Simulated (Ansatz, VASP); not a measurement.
One calculation of Mo16H, two programs

```
Mo H
1.0
     6.30000    0.00000    0.00000
     0.00000    6.30000    0.00000
     0.00000    0.00000    6.30000
Mo H
16 1
Direct
  0.00009 0.99430 0.99155
  0.50009 0.00024 0.99899
  0.00009 0.50090 0.99851
  0.00009 0.99429 0.50902
  0.25889 0.25676 0.25027
  0.50009 0.50309 0.99849
  0.50009 0.00024 0.50155
  0.74129 0.25676 0.25027
  0.00009 0.50089 0.50204
  0.25188 0.75011 0.25028
  0.25134 0.25076 0.75027
  0.50009 0.50308 0.50205
  0.74829 0.75010 0.25028
  0.74883 0.25076 0.75027
  0.25180 0.74796 0.75028
  0.74838 0.74796 0.75028
  0.00009 0.12559 0.25029
```

Alike in both runs: functional LDA; k mesh 2 × 2 × 2; occupations fermi-dirac, width 0.05 eV; no spin polarisation.

Ansatz relaxed the structure, and its values are those at the end. VASP's run is a single point on that final structure, the one shown.

|  | VASP | Ansatz |
| --- | --- | --- |
| version | VASP 6.6.1 | Ansatz 0.2.0 |
| potentials or method | VASP PAW LDA potentials, release 64 (Mo_sv, H), cutoff 520 eV | scalar-relativistic, plane waves, PAW |
| valence electrons in the cell | 225 | 225 |

|  | VASP | Ansatz | Ansatz less VASP |
| --- | --- | --- | --- |
| rms of the force components (eV/Å) | 0.008 | 0.008 | +0.0003 |

LDA's correlation is that of Perdew and Zunger in VASP and of Perdew and Wang (1992) in Ansatz.

The k mesh is coarse, so the values compare programs but aren't converged.
